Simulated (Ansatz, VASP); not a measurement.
**TaPb: VASP beside Ansatz**

```
CELL_PARAMETERS angstrom
0.00000 2.88425 2.88425
2.88425 0.00000 2.88425
2.88425 2.88425 0.00000
ATOMIC_POSITIONS crystal
Ta 0.50000 0.50000 0.50000
Pb 0.00000 0.00000 0.00000
```

Alike in both runs: task relaxation of cell and atoms; functional PBE; k mesh 16 × 16 × 16; occupations gaussian, width 0.1 eV; no spin polarisation.

|  | VASP | Ansatz |
| --- | --- | --- |
| version | VASP 6.6.1 | Ansatz 0.2.0 |
| potentials or method | VASP PAW PBE potentials, release 64 (Ta_pv, Pb_d), cutoff 600 eV | scalar-relativistic, plane waves, PAW |
| valence electrons in the cell | 25 | 27 |

Ansatz gave:

```
gap on the k mesh at the Fermi level, each at its own relaxed structure (eV) : none
relaxed volume (Å³/atom)                                                     : 23.97
relaxed cell length with the largest relative difference (Å)                 : 4.078
```

Problem. Estimate VASP's values.

Solution. gap on the k mesh at the Fermi level, each at its own relaxed structure (eV): none; relaxed volume (Å³/atom): 23.98; relaxed cell length with the largest relative difference (Å): 4.078.

A gap of «none» marks a metal or a gap that the smearing closes. VASP's potentials hold 25 valence electrons a cell and Ansatz's 27, so a difference there can come from the potentials and not from the codes.

Neither program's run includes spin-orbit coupling.
